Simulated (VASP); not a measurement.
MgO, 2 atoms in the cell. Symmetry: I4/mmm, No. 139, tetragonal system. The conventional cell has a = 2.980 Å, b = 2.980 Å, c = 4.530 Å, α = 90.00°, β = 90.00°, γ = 90.00°. Within 2.8 Å of Mg (site symmetry 4/mmm) lie 6 O at 2.11 to 2.27 Å. Within 2.8 Å of O (site symmetry 4/mmm) lie 6 Mg at 2.11 to 2.27 Å.  This cell differs from its parent crystal: strain +0.0750 x Voigt [0, 1, 0, 0, 0, 0].

```yaml
Program: VASP 6.6.1
Task: single point
Functional: PBEsol
Potentials_or_basis: VASP PAW PBE potentials, release 64 (Mg, O)
Cutoff: 520 eV
k_mesh: 10 × 10 × 10
Occupations: gaussian, width 0.05 eV
Spin: no spin polarisation
Dipole_correction: no
Further_INCAR_settings: ALGO = Normal; EDIFF = 1e-06; NBANDS = 11
```

Potentials or basis: VASP PAW PBE potentials, release 64 (Mg, O).

The run is started by

```console
$ cat potpaw_PBE.64/Mg/POTCAR potpaw_PBE.64/O/POTCAR > POTCAR
$ mpirun -np 1 vasp_std > vasp.out
```

Hardware: 1 thread of Intel(R) Xeon(R) 6975P-C (Granite Rapids), on a shared host.

**Question.** How long does it take, and how much memory?

**Answer.** It took 7.8 s on 1 thread of Intel(R) Xeon(R) 6975P-C (Granite Rapids), on a shared host, peak memory 0.15 GiB. Counts: scf iterations 12, k points 102.
